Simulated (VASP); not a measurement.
# ZrIn2Se3 (P-4m2) in VASP: further runs

Runs on ZrIn2Se3. Level: PBE. Tasks: single point, relaxation of cell and atoms.

All numbers are computed with VASP 6.6.1; they aren't measurements. Logs are shortened: lines on timing, memory, paths and dates and some standing lists are left out, and cuts for length are marked.

### Step 1. The cell of the first run

The structure is tetragonal, space group P-4m2 (No. 115). The conventional cell has a = 4.961 Å, b = 4.961 Å, c = 7.064 Å, α = 90.00°, β = 90.00°, γ = 90.00°. Within 3.9 Å of Zr (site symmetry -4m2) lie 4 In at 2.97 Å and 6 Se at 3.51 to 3.53 Å. In (site symmetry 2mm) has 2 Zr at 2.97 Å and 6 Se at 2.97 to 3.12 Å within 3.9 Å. Within 4.1 Å of Se (site symmetry -4m2) lie 4 In at 3.12 Å and 6 Se at 3.51 to 3.53 Å. Se (site symmetry -4m2) has 4 In at 3.12 Å and 4 Se at 3.51 Å and 2 Zr at 3.53 Å within 4.1 Å. Within 3.9 Å of Se (site symmetry -4m2) lie 4 In at 2.97 Å and 4 Zr at 3.51 Å and 2 Se at 3.53 Å.

The cell was built from a structure type or drawn by symmetry, and may not be a known phase.

### Step 2. Single point, PBE

INCAR

```
SYSTEM = ZrIn2Se3
PREC     = Accurate       ! precision mode
ENCUT    = 520            ! plane-wave cutoff, eV
EDIFF    = 1E-7           ! SCF threshold, eV
ISMEAR   = 0              ! smearing method
SIGMA    = 0.1            ! smearing width, eV
LREAL    = .FALSE.        ! projectors in reciprocal space
LASPH    = .TRUE.         ! aspherical terms in the spheres
NELM     = 100            ! most SCF steps
ALGO     = Normal         ! electronic algorithm
ISIF     = 2              ! what is computed and relaxed
LWAVE    = .FALSE.        ! write WAVECAR
LCHARG   = .FALSE.        ! write CHGCAR
GGA      = PE             ! functional
NBANDS   = 37             ! bands
```

KPOINTS

```
regular mesh
0
G
  4 4 4
  0 0 0
```

POSCAR

```
ZrIn2Se3
1.0
    4.9607013000      0.0000000000      0.0000000000
    0.0000000000      4.9607013000      0.0000000000
    0.0000000000      0.0000000000      7.0644078900
Zr In Se
1 2 3
Direct
    0.0000000000      0.0000000000      0.5000000000
    0.0000000000      0.5000000000      0.2679100000
    0.5000000000      0.0000000000      0.7320900000
    0.5000000000      0.5000000000      0.0000000000
    0.0000000000      0.0000000000      0.0000000000
    0.5000000000      0.5000000000      0.5000000000
```

Potentials or basis: VASP PAW PBE potentials, release 64 (Zr_sv, In_d, Se).

Started as:

```bash
> cat potpaw_PBE.64/Zr_sv/POTCAR potpaw_PBE.64/In_d/POTCAR potpaw_PBE.64/Se/POTCAR > POTCAR
> mpirun -np 1 vasp_std > vasp.out
```

OUTCAR:

```text
SYSTEM = ZrIn2Se3
   PREC = Accurate
   ENCUT = 520
   EDIFF = 1E-7
   ISMEAR = 0
   LREAL = .FALSE.
   LASPH = .TRUE.
   NELM = 100
   ISIF = 2
   GGA = PE

 ion  position               nearest neighbor table
   1  0.000  0.000  0.500-   2 2.97   3 2.97   2 2.97   3 2.97
   2  0.000  0.500  0.268-   1 2.97   6 2.97   1 2.97   6 2.97   5 3.12   5 3.12   4 3.12   4 3.12

   3  0.500  0.000  0.732-   1 2.97   6 2.97   6 2.97   1 2.97   4 3.12   5 3.12   4 3.12   5 3.12

   4  0.500  0.500  0.000-   2 3.12   3 3.12   3 3.12   2 3.12
   5  0.000  0.000  0.000-   2 3.12   3 3.12   2 3.12   3 3.12
   6  0.500  0.500  0.500-   2 2.97   3 2.97   3 2.97   2 2.97

  LATTYP: Found a simple tetragonal cell.
 ALAT       =     4.9607013000
 C/A-ratio  =     1.4240744328

  Lattice vectors:

 A1 = (   4.9607013000,   0.0000000000,   0.0000000000)
 A2 = (   0.0000000000,   4.9607013000,   0.0000000000)
 A3 = (   0.0000000000,   0.0000000000,   7.0644078900)

Analysis of symmetry for initial positions (statically):
=====================================================================
 Subroutine PRICEL returns:
 Original cell was already a primitive cell.

 Routine SETGRP: Setting up the symmetry group for a
 simple tetragonal supercell.

 Subroutine GETGRP returns: Found  8 space group operations
 (whereof  8 operations were pure point group operations)
 out of a pool of 16 trial point group operations.

The static configuration has the point symmetry D_2d.

Analysis of symmetry for dynamics (positions and initial velocities):
=====================================================================
 Subroutine PRICEL returns:
 Original cell was already a primitive cell.

 Routine SETGRP: Setting up the symmetry group for a
 simple tetragonal supercell.

 Subroutine GETGRP returns: Found  8 space group operations
 (whereof  8 operations were pure point group operations)
 out of a pool of 16 trial point group operations.

The dynamic configuration has the point symmetry D_2d.

 Subroutine INISYM returns: Found  8 space group operations
 (whereof  8 operations are pure point group operations),
 and found     1 'primitive' translations

----------------------------------------------------------------------------------------

                                     Primitive cell

[... 91 lines left out ...]
   EDIFF  = 0.1E-06   stopping-criterion for ELM
   LREAL  =      F    real-space projection
   EDIFFG = 0.1E-05   stopping-criterion for IOM
   NSW    =      0    number of steps for IOM
   IBRION =     -1    ionic relax: 0-MD 1-quasi-New 2-CG
   NFREE  =      0    steps in history (QN), initial steepest desc. (CG)
   ISIF   =      2    stress and relaxation
   ISYM   =      2    0-nonsym 1-usesym 2-fastsym
   POTIM  = 0.5000    time-step for ionic-motion
   TEBEG  =    0.0;   TEEND  =   0.0 temperature during run
   PSTRESS=    0.0 pullay stress
   NELECT =      56.0000    total number of electrons
   NUPDOWN=      -1.0000    fix difference up-down
   EMIN   =  10.00;   EMAX   =-10.00  energy-range for DOS
   EFERMI =   0.00;   METHOD = LEGACY
   ISMEAR =     0;   SIGMA  =   0.10  broadening in eV -4-tet -1-fermi 0-gaus
   EFERMI_NEDOS =   21; number of points for ismear=-14 and -15
   IALGO  =     38    algorithm
   IMIX   =      4    mixing-type and parameters
     AMIX     =   0.40;   BMIX     =  1.00
     AMIX_MAG =   1.60;   BMIX_MAG =  1.00
  volume/ion in A,a.u.               =      28.97       195.53
  Fermi-wavevector in a.u.,A,eV,Ry     =   1.122234  2.120715 17.135310  1.259410
  Thomas-Fermi vector in A             =   2.258893
   LORBIT       =      0    0 simple, 1 ext, 2 COOP (PROOUT), +10 PAW based schemes
   GGA     = PE    functional components
   LHFCALC =     F    Hartree Fock is set to
   AEXX    =    0.0000 exact exchange contribution
   IVDW    =     0    specifies the selected vdW correction
   LEPSILON=     F    determine dielectric tensor
   LRPA    =     F    only Hartree local field effects (RPA)
 non-spin polarized calculation
 Gauss-broadening in eV      SIGMA  =   0.10
  energy-cutoff  :      520.00
  volume of cell :      173.84
 maximum number of plane-waves:      4706
 NGX is ok and might be reduce to    40
   NGX = 19   NGY = 19   NGZ = 27

 number of electron      56.0000008 magnetization

 Free energy of the ion-electron system (eV)
  ---------------------------------------------------
  ext. energy  EPLUGINS =         0.00000000
  ---------------------------------------------------
  free energy    TOTEN  =       -22.82565335 eV

  energy without entropy =      -22.78931004  energy(sigma->0) =      -22.80748170

 E-fermi :   4.2844     XC(G=0):  -9.1866

 val. band max:        4.2683161304   @ k =   0.5000   0.0000   0.0000
 cond. band min:       4.2911871407   @ k =   0.2500   0.2500   0.5000
 fundamental gap:      0.0228710103
 Fermi energy:         4.2843668220

 k-point     1 :       0.0000    0.0000    0.0000
  band No.  band energies     occupation
      1     -45.6816      2.00000
      2     -23.6952      2.00000
      3     -23.6952      2.00000
      4     -23.6566      2.00000
      5     -10.0449      2.00000
      6      -9.9375      2.00000
[... 709 lines left out ...]
     36       9.2200      0.00000
     37       9.2202      0.00000

------------------------ aborting loop because EDIFF is reached ----------------------------------------

  FORCE on cell =-STRESS in cart. coord.  units (eV):
  Direction    XX          YY          ZZ          XY          YZ          ZX
  --------------------------------------------------------------------------------------
  -------------------------------------------------------------------------------------
  Total       -2.9739258     -2.9739258     -3.5586260      0.0000000      0.0000000      0.0000000
  in kB      -27.4080908    -27.4080908    -32.7967646      0.0000000      0.0000000      0.0000000
  external PRESSURE =     -29.2043154 kB  Pullay stress =       0.0000000 kB

 VOLUME and BASIS-vectors are now :
 -----------------------------------------------------------------------------
  energy-cutoff  :      520.00
  volume of cell :      173.84
      direct lattice vectors                 reciprocal lattice vectors
     4.960701300  0.000000000  0.000000000     0.201584401  0.000000000  0.000000000
     0.000000000  4.960701300  0.000000000     0.000000000  0.201584401  0.000000000
     0.000000000  0.000000000  7.064407890     0.000000000  0.000000000  0.141554680

 POSITION                                       TOTAL-FORCE (eV/Angst)
 -----------------------------------------------------------------------------------
      0.00000      0.00000      3.53220         0.000000      0.000000      0.000000
      0.00000      2.48035      1.89263        -0.000000     -0.000000     -1.565633
      2.48035      0.00000      5.17178        -0.000000      0.000000      1.565633
      2.48035      2.48035      0.00000         0.000000      0.000000      0.000000
      0.00000      0.00000      0.00000         0.000000      0.000000      0.000000
      2.48035      2.48035      3.53220         0.000000     -0.000000      0.000000
 -----------------------------------------------------------------------------------
    total drift:                               -0.000000      0.000000     -0.000000

  FREE ENERGIE OF THE ION-ELECTRON SYSTEM (eV)
  ---------------------------------------------------
  free  energy   TOTEN  =       -22.8256533543 eV

  energy  without entropy=      -22.7893100445  energy(sigma->0) =      -22.80748170
```

stdout:

```text
POSCAR found type information on POSCAR ZrInSe
 POSCAR found :  3 types and       6 ions
 scaLAPACK will be used
 LDA part: xc-table for (Slater+PW92), standard interpolation
 POSCAR, INCAR and KPOINTS ok, starting setup
 FFT: planning ... GRIDC
 FFT: planning ... GRID_SOFT
 FFT: planning ... GRID
 WAVECAR not read
 entering main loop
```

Wall time 98 s (1 thread of AMD EPYC 9R45 (Zen 5), shared host); peak memory 0.31 GiB.

Results:

- Free energy: -22.8257 eV
- Pressure: -2.9 GPa
- Largest force: 1.566 eV/Å
- Band gap on the k mesh: zero (bands 28 and 29 overlap by 0.56 eV)

Forces on the atoms (eV/Å):
```
Zr   0.000  0.000  0.000
In   0.000  0.000 -1.566
In   0.000  0.000  1.566
Se   0.000  0.000  0.000
Se   0.000  0.000  0.000
Se   0.000  0.000  0.000
```

Stress tensor (GPa, compression positive):
```
-2.74  0.00  0.00
 0.00 -2.74  0.00
 0.00  0.00 -3.28
```

Caveat: spin-orbit coupling is left out, which moves the levels of the heavy elements; forces of over 1 eV/Å act on the atoms, so gaps and moduli don't describe the material at rest.

(Part 1 of 2 ends here.)
